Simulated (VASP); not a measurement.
Runs of VASP 6.6.1 on SnO (Romarchite). The structure is that of space group P4/nmm (No. 129), or close to it. The cells are those of the table. 

```csv
cell,gap on the mesh (eV),pressure (GPa),largest force (eV/Å)
"a = 3.885, b = 3.885, c = 4.951 Å, 4 atoms",0.31,(c),0.32
"a = 3.773, b = 3.773, c = 4.808 Å, 4 atoms",none,7.2,0.93
"a = 3.734, b = 3.734, c = 4.759 Å, 4 atoms",none,(b),1.45
"a = 3.849, b = 3.849, c = 4.905 Å, 4 atoms",0.21,(a),0.05
"a = 3.811, b = 3.811, c = 4.857 Å, 4 atoms",0.11,(d),0.46
```

Alike in all rows: task single point; level PBE; potentials or basis VASP PAW PBE potentials, release 64 (Sn_d, O); no spin polarisation; k mesh 6 × 6 × 4; cutoff (eV) 520; smearing fermi-dirac 0.05 eV.

Question: Estimate the missing entries.

Answer: (a) 1.2; (b) 11.0; (c) -1.2; (d) 4.0.

Caveats: spin-orbit coupling is left out, which moves the levels of the heavy elements; forces of over 1 eV/Å act on the atoms, so gaps and moduli don't describe the material at rest (some runs).

A k mesh can miss the band edges, and the runs leave out spin-orbit coupling on Sn.

A gap of «none» marks levels without a gap at the run's occupations.
